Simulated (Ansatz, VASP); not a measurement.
Ni in VASP and in Ansatz

The input INCAR:

```
SYSTEM = Ni
PREC = Accurate
ENCUT = 520
EDIFF = 1E-8
ISMEAR = -1
SIGMA = 0.05
LREAL = .False.
LASPH = .True.
NELM = 150
ALGO = Normal
ISIF = 2
LWAVE = .False.
LCHARG = .False.
ISPIN = 2
MAGMOM = 1.5
LORBIT = 11
LMAXMIX = 4
LEFG = .True.
NBANDS = 15
```

Contents of KPOINTS:

```
Automatic mesh
0
Gamma
  16 16 16
  0 0 0
```

Contents of POSCAR:

```
Ni
1.0
    2.3292659376      0.0000000000      0.0000000000
    0.0000000000      2.3292659376      0.0000000000
    0.0000000000      0.0000000000      2.3292659376
Ni
1
Direct
    0.0000000000      0.0000000000      0.0000000000
```

Input for Ansatz:

```yaml
crystal:
  lattice:
    - [2.3292659376, 0.0, 0.0]
    - [0.0, 2.3292659376, 0.0]
    - [0.0, 0.0, 2.3292659376]
  atoms:
    - { symbol: Ni, position: [0.0, 0.0, 0.0], spin: 1.5 }
magnetization:
  spin_polarized: true
kpoints:
  mp_grid: { grid: [16, 16, 16] }
  band_path:
    path:
      - [0.0, 0.0, 0.0]
      - [0.0, 0.5, 0.0]
      - [0.5, 0.5, 0.0]
      - [0.0, 0.0, 0.0]
      - [0.5, 0.5, 0.5]
      - [0.0, 0.5, 0.0]
      - [0.5, 0.5, 0.5]
      - [0.5, 0.5, 0.0]
    npoints: 5
scf:
  occupations: { method: fermi_dirac, width: 0.05 }
hamiltonian:
  xc: lda
  pseudopotentials: { kind: paw }
output:
  forces: true
  stress: true
  eigenvalues: true
  efg: { contact_densities: true }
```

Alike in both runs: task electric field gradients; functional LDA; k mesh 16 × 16 × 16; occupations fermi-dirac, width 0.05 eV; collinear spin.

|  | VASP | Ansatz |
| --- | --- | --- |
| version | VASP 6.6.1 | Ansatz 0.2.0 |
| potentials or method | VASP PAW LDA potentials, release 64 (Ni) | PAW with Ansatz's default frozen-core files, scalar-relativistic |
| plane-wave cutoff (eV) | 520 | 420 |
| valence electrons in the cell | 10 | 18 |

|  | VASP | Ansatz | Ansatz less VASP |
| --- | --- | --- | --- |
| pressure (GPa) | -13.6 | -13.6 | +0.05 |
| net moment per atom (μB) | 0.51 | 0.54 | +0.033 |
| size of the moment on the site where the two differ most (μB) | 0.51 | 0.55 | +0.042 |

LDA's correlation is that of Perdew and Zunger in VASP and of Perdew and Wang (1992) in Ansatz. Site moments also hang on the region over which each program counts them. VASP's potentials hold 10 valence electrons a cell and Ansatz's 18, so a difference there can come from the potentials and not from the codes.
